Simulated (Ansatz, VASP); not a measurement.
**ZrH5 in VASP and in Ansatz**

```xyz
6
Lattice="3.5760 0.0000 0.0000 -1.7880 3.0969 0.0000 0.0000 0.0000 3.1357" Properties=species:S:1:pos:R:3 pbc="T T T"
Zr    0.0000    0.0000    0.0000
H     1.7880    0.0000    1.5679
H     0.8940    1.5484    1.5679
H    -0.8940    1.5484    1.5679
H     0.0000    2.0646    0.0000
H     1.7880    1.0323    0.0000
```

Change from the starting cell: species swapped into the LuNi5 type (P6/mmm, No. 191).

Alike in both runs: functional PBE; k mesh 4 × 4 × 5; occupations gaussian, width 0.2 eV; no spin polarisation.

Ansatz relaxed the structure, and its values are those at the end. VASP's run is a single point on that final structure, the one shown.

```csv
,VASP,Ansatz
version,VASP 6.6.1,Ansatz 0.2.0
potentials or method,"VASP PAW PBE potentials, release 64 (Zr_sv, H), cutoff 500 eV","scalar-relativistic, plane waves, PAW"
valence electrons in the cell,17,17
```

|  | VASP | Ansatz | Ansatz less VASP |
| --- | --- | --- | --- |
| gap on the k mesh at the Fermi level (eV) | none | none | - |
| pressure (GPa) | -0.5 | -0.3 | +0.18 |

A gap of «none» marks a metal or a gap that the smearing closes.

The k mesh is coarse, so the values compare programs but aren't converged.
